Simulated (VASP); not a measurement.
# Nd3Au: single point with PBE+D3(BJ)

The system is Nd3Au.

```xyz
4
Lattice="-3.1535 3.1535 3.1535 3.1535 -3.1535 3.1535 3.1535 3.1535 -3.1535" Properties=species:S:1:pos:R:3 pbc="T T T"
Nd    3.1535    0.0000    0.0000
Nd    0.0000    3.1535    0.0000
Nd    0.0000    0.0000    3.1535
Au    0.0000    0.0000    0.0000
```

* Program: VASP 6.6.1
* Task: single point
* Functional: PBE
* Dispersion: D3(BJ)
* Potentials or basis: VASP PAW PBE potentials, release 64 (Nd_3, Au), 4f in core
* Cutoff: 500 eV
* k mesh: 10 × 10 × 10
* Occupations: gaussian, width 0.1 eV
* Spin: no spin polarisation
* Dipole correction: no
* Further INCAR settings: ALGO = Normal; EDIFF = 1e-06; NBANDS = 30

```yaml
Pressure: -1.9 GPa
Band_gap_on_the_k_mesh: zero (bands 22 and 23 overlap by 1.81 eV)
Dispersion_energy_per_atom: -0.410 eV
```

Levels at points of the mesh, in eV from the Fermi level:
```
           k point  band 19  band 20  band 21  band 22  band 23  band 24  band 25  band 26
(0.00, 0.00, 0.00)    -0.82    -0.82    -0.82    -0.81    -0.54    -0.54     3.54     3.54
(0.50, 0.00, 0.00)    -1.72    -1.17    -0.30     0.33     0.55     1.32     1.47     1.84
(0.50, 0.50, 0.50)    -0.79    -0.79    -0.43     0.11     0.11     0.11     1.03     1.03
```

Run time: 2.1 min on 1 thread of Intel(R) Xeon(R) Platinum 8488C (Sapphire Rapids), with other jobs on the host, peak memory 0.34 GiB.

Caveat: three body term missing; spin-orbit coupling is left out, which moves the levels of the heavy elements; the 4f electrons are frozen in the core, so they carry no moment and show no levels. Spin polarisation is off, so any magnetic state and its effect on volume and gap are missing.
